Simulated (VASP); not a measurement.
Li: single point with PBEsol

Li:

```
Li
1.0
     2.82277    0.00000    0.00000
    -1.41139    2.44459    0.00000
     0.00000    0.00000    2.59856
Li
1
Direct
  0.00000 0.00000 0.00000
```

This isn't the form of Li at room conditions, which is bcc.

| Quantity | Value |
| --- | --- |
| Program | VASP 6.6.1 |
| Task | single point |
| Functional | PBEsol |
| Potentials or basis | VASP PAW PBE potentials, release 64 (Li_sv) |
| Cutoff | 520 eV |
| k mesh | 16 × 16 × 14 |
| Occupations | fermi-dirac, width 0.05 eV |
| Spin | no spin polarisation |

| Property | Result |
| --- | --- |
| Band gap on the k mesh | zero (an odd number of electrons rules out a gap without spin polarisation) |

Levels at points of the mesh, in eV from the Fermi level:
```csv
k point,band 1,band 2,band 3,band 4,band 5
"(0.00, 0.00, 0.00)",-45.82,-3.61,13.47,14.72,14.72
"(0.50, 0.00, 0.00)",-45.78,-0.21,3.24,10.44,14.59
"(0.00, 0.00, 0.50)",-45.78,-0.71,2.55,17.67,17.67
"(0.50, 0.00, 0.50)",-45.75,4.10,4.39,6.82,9.91
```

It took 28 s on 1 thread of Intel Xeon 8259CL (shared host), peak memory 0.14 GiB.
